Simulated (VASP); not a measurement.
## Ti: single point with PBE

Ti:

```
Ti
1.0
     0.00000    2.18581    2.18581
     2.18581    0.00000    2.18581
     2.18581    2.18581    0.00000
Ti
2
Cartesian
  -0.5465 -0.5465 -0.5465
  0.5465 0.5465 0.5465
```

```
Program                : VASP 6.6.1
Task                   : single point
Functional             : PBE
Potentials or basis    : VASP PAW PBE potentials, release 64 (Ti_sv)
Cutoff                 : 520 eV
k mesh                 : 14 × 14 × 14
Occupations            : fermi-dirac, width 0.1 eV
Spin                   : no spin polarisation
Dipole correction      : no
Further INCAR settings : ALGO = Normal; EDIFF = 1e-06; NBANDS = 19
```

| Property | Result |
| --- | --- |
| Pressure | 145.8 GPa |
| Band gap on the k mesh | zero (band 12 reaches 16.54 eV, above the bottom of band 13 at 13.81 eV) |

Levels at points of the mesh, in eV from the Fermi level:
```
           k point  band 9  band 10  band 11  band 12  band 13  band 14  band 15  band 16
(0.00, 0.00, 0.00)   -6.39    -3.20    -3.20    -0.37    -0.37    -0.37     3.90     3.90
(0.50, 0.00, 0.00)   -4.06    -2.89    -2.89    -1.26    -1.26    -1.11     3.25     5.52
(0.50, 0.50, 0.00)   -5.45    -5.45    -1.19    -1.19     1.71     1.71     4.39     4.39
```

It took 16 s on 1 thread of Intel(R) Xeon(R) 6975P-C (Granite Rapids) (shared host), peak memory 0.16 GiB.
